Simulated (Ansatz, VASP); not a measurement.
# Two plane-wave programs on ZrB

```
Zr B
1.0
     0.00000    2.47259    2.47259
     2.47259    0.00000    2.47259
     2.47259    2.47259    0.00000
Zr B
1 1
Direct
  0.50000 0.50000 0.50000
  0.00000 0.00000 0.00000
```

Alike in both runs: task single point; functional PBE; dispersion D4; k mesh 10 × 10 × 10; no spin polarisation.

```csv
,VASP,Ansatz
version,VASP 6.6.1,Ansatz 0.2.0
potentials or method,"VASP PAW PBE potentials, release 64 (Zr_sv, B), cutoff 520 eV","plane waves, PAW"
occupations,"methfessel-paxton of order 1, width 0.1 eV","cold, width 0.1 eV"
valence electrons in the cell,15,15
```

```csv
,VASP,Ansatz,Ansatz less VASP
pressure (GPa),-6.9,-7.0,-0.08
```
